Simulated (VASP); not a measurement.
# KF (P4/mmm) in VASP: single point with PBE

Aim: the single point of KF with PBE.

All numbers are computed with VASP 6.6.1; they aren't measurements. Logs are shortened: lines on timing, memory, paths and dates and some standing lists are left out, and cuts for length are marked.

## (1) The cell of the first run

It takes space group P4/mmm (No. 123, tetragonal). Conventional cell: a = 3.641 Å, b = 3.641 Å, c = 4.328 Å, α = 90.00°, β = 90.00°, γ = 90.00°. K (site symmetry 4/mmm) has 4 F at 2.57 Å within 3.4 Å. Within 3.4 Å of F (site symmetry 4/mmm) lie 4 K at 2.57 Å.

The cell was built from a structure type or drawn by symmetry, and may not be a known phase.

## (2) Single point, PBE

Contents of INCAR:

```
ALGO = Normal
EDIFF = 1E-6
ENCUT = 600
GGA = PE
GGA_COMPAT = False
ISIF = 2
ISMEAR = 0
LASPH = True
LCHARG = False
LREAL = False
LWAVE = False
NBANDS = 15
NELM = 120
PREC = Accurate
SIGMA = 0.15
```

Contents of KPOINTS:

```
k-points
0
Gamma
  4 4 3
```

Contents of POSCAR:

```
KF
1.0
    3.6411616139      0.0000000000      0.0000000000
    0.0000000000      3.6411616139      0.0000000000
    0.0000000000      0.0000000000      4.3283233444
K F
1 1
Direct
    0.5000000000      0.5000000000      0.0000000000
    0.0000000000      0.0000000000      0.0000000000
```

Potentials or basis: VASP PAW PBE potentials, release 64 (K_sv, F).

Command:

```console
> cat potpaw_PBE.64/K_sv/POTCAR potpaw_PBE.64/F/POTCAR > POTCAR
> mpirun -np 1 vasp_std > vasp.out
```

OUTCAR:

```text
EDIFF = 1E-6
   ENCUT = 600
   GGA = PE
   ISIF = 2
   ISMEAR = 0
   LASPH = True
   LREAL = False
   NELM = 120
   PREC = Accurate

 ion  position               nearest neighbor table
   1  0.500  0.500  0.000-   2 2.57   2 2.57   2 2.57   2 2.57
   2  0.000  0.000  0.000-   1 2.57   1 2.57   1 2.57   1 2.57

  LATTYP: Found a simple tetragonal cell.
 ALAT       =     3.6411616139
 C/A-ratio  =     1.1887204698

  Lattice vectors:

 A1 = (   3.6411616139,   0.0000000000,   0.0000000000)
 A2 = (   0.0000000000,   3.6411616139,   0.0000000000)
 A3 = (   0.0000000000,   0.0000000000,   4.3283233444)

Analysis of symmetry for initial positions (statically):
=====================================================================
 Subroutine PRICEL returns:
 Original cell was already a primitive cell.

 Routine SETGRP: Setting up the symmetry group for a
 simple tetragonal supercell.

 Subroutine GETGRP returns: Found 16 space group operations
 (whereof 16 operations were pure point group operations)
 out of a pool of 16 trial point group operations.

The static configuration has the point symmetry D_4h.

Analysis of symmetry for dynamics (positions and initial velocities):
=====================================================================
 Subroutine PRICEL returns:
 Original cell was already a primitive cell.

 Routine SETGRP: Setting up the symmetry group for a
 simple tetragonal supercell.

 Subroutine GETGRP returns: Found 16 space group operations
 (whereof 16 operations were pure point group operations)
 out of a pool of 16 trial point group operations.

The dynamic configuration has the point symmetry D_4h.

 Subroutine INISYM returns: Found 16 space group operations
 (whereof 16 operations are pure point group operations),
 and found     1 'primitive' translations

----------------------------------------------------------------------------------------

                                     Primitive cell

  volume of cell :      57.3852

  direct lattice vectors                    reciprocal lattice vectors
     3.641161614  0.000000000  0.000000000     0.274637631  0.000000000  0.000000000
     0.000000000  3.641161614  0.000000000     0.000000000  0.274637631  0.000000000
     0.000000000  0.000000000  4.328323344     0.000000000  0.000000000  0.231036344

  length of vectors
     3.641161614  3.641161614  4.328323344     0.274637631  0.274637631  0.231036344

  position of ions in fractional coordinates (direct lattice)
     0.500000000  0.500000000  0.000000000
[... 75 lines left out ...]
   PSTRESS=    0.0 pullay stress
   NELECT =      16.0000    total number of electrons
   NUPDOWN=      -1.0000    fix difference up-down
   EMIN   =  10.00;   EMAX   =-10.00  energy-range for DOS
   EFERMI =   0.00;   METHOD = LEGACY
   ISMEAR =     0;   SIGMA  =   0.15  broadening in eV -4-tet -1-fermi 0-gaus
   EFERMI_NEDOS =   21; number of points for ismear=-14 and -15
   IALGO  =     38    algorithm
   IMIX   =      4    mixing-type and parameters
     AMIX     =   0.40;   BMIX     =  1.00
     AMIX_MAG =   1.60;   BMIX_MAG =  1.00
  volume/ion in A,a.u.               =      28.69       193.63
  Fermi-wavevector in a.u.,A,eV,Ry     =   1.069502  2.021066 15.562815  1.143835
  Thomas-Fermi vector in A             =   2.205183
   LORBIT       =      0    0 simple, 1 ext, 2 COOP (PROOUT), +10 PAW based schemes
   GGA     = PE    functional components
   LHFCALC =     F    Hartree Fock is set to
   AEXX    =    0.0000 exact exchange contribution
   IVDW    =     0    specifies the selected vdW correction
   LEPSILON=     F    determine dielectric tensor
   LRPA    =     F    only Hartree local field effects (RPA)
 non-spin polarized calculation
 Gauss-broadening in eV      SIGMA  =   0.15
  energy-cutoff  :      600.00
  volume of cell :       57.39
 maximum number of plane-waves:      1953
 NGX is ok and might be reduce to    30
   NGX = 15   NGY = 15   NGZ = 17

 number of electron      15.9999986 magnetization

 Free energy of the ion-electron system (eV)
  ---------------------------------------------------
  ext. energy  EPLUGINS =         0.00000000
  ---------------------------------------------------
  free energy    TOTEN  =        -7.96355102 eV

  energy without entropy =       -7.96355102  energy(sigma->0) =       -7.96355102

 E-fermi :  -2.9227     XC(G=0):  -6.4987

 val. band max:       -3.6475336220   @ k =   0.0000   0.0000   0.3333
 cond. band min:       0.7493998012   @ k =   0.0000   0.0000   0.0000
 fundamental gap:      4.3969334232
 Fermi energy:        -2.9226627828

 k-point     1 :       0.0000    0.0000    0.0000
  band No.  band energies     occupation
      1     -30.3829      2.00000
      2     -22.3049      2.00000
      3     -14.0316      2.00000
      4     -13.6611      2.00000
      5     -13.6611      2.00000
      6      -3.7766      2.00000
      7      -3.6547      2.00000
      8      -3.6547      2.00000
      9       0.7494      0.00000
     10       5.0932      0.00000
     11       6.3283      0.00000
     12       8.4340      0.00000
     13       8.4340      0.00000
     14       9.1643      0.00000
[... 185 lines left out ...]
      2     -22.3199      2.00000
      3     -14.0203      2.00000
      4     -14.0203      2.00000
      5     -13.9982      2.00000
      6      -3.8058      2.00000
      7      -3.7501      2.00000
      8      -3.7501      2.00000
      9       4.7175      0.00000
     10       4.7175      0.00000
     11       6.1981      0.00000
     12       7.1876      0.00000
     13       9.4126      0.00000
     14       9.7193      0.00000
     15       9.7193      0.00000

------------------------ aborting loop because EDIFF is reached ----------------------------------------

  FORCE on cell =-STRESS in cart. coord.  units (eV):
  Direction    XX          YY          ZZ          XY          YZ          ZX
  --------------------------------------------------------------------------------------
  -------------------------------------------------------------------------------------
  Total        0.1190392      0.1190392      0.1612856      0.0000000      0.0000000      0.0000000
  in kB        3.3235402      3.3235402      4.5030480      0.0000000      0.0000000      0.0000000
  external PRESSURE =       3.7167095 kB  Pullay stress =       0.0000000 kB

 VOLUME and BASIS-vectors are now :
 -----------------------------------------------------------------------------
  energy-cutoff  :      600.00
  volume of cell :       57.39
      direct lattice vectors                 reciprocal lattice vectors
     3.641161614  0.000000000  0.000000000     0.274637631  0.000000000  0.000000000
     0.000000000  3.641161614  0.000000000     0.000000000  0.274637631  0.000000000
     0.000000000  0.000000000  4.328323344     0.000000000  0.000000000  0.231036344

 POSITION                                       TOTAL-FORCE (eV/Angst)
 -----------------------------------------------------------------------------------
      1.82058      1.82058      0.00000         0.000000      0.000000      0.000000
      0.00000      0.00000      0.00000         0.000000      0.000000      0.000000
 -----------------------------------------------------------------------------------
    total drift:                                0.000000      0.000000      0.000000

  FREE ENERGIE OF THE ION-ELECTRON SYSTEM (eV)
  ---------------------------------------------------
  free  energy   TOTEN  =        -7.9635510222 eV

  energy  without entropy=       -7.9635510222  energy(sigma->0) =       -7.96355102
```

Wall time 5.9 s (1 thread of Intel Xeon 6975P-C (Granite Rapids), shared host); peak memory 0.17 GiB.

Results:

- Free energy: -7.9636 eV
- Pressure: 0.4 GPa
- Band gap on the k mesh: 4.40 eV (least direct gap 4.40 eV)

Caveat: the k points lie up to 0.48 Å⁻¹ apart.
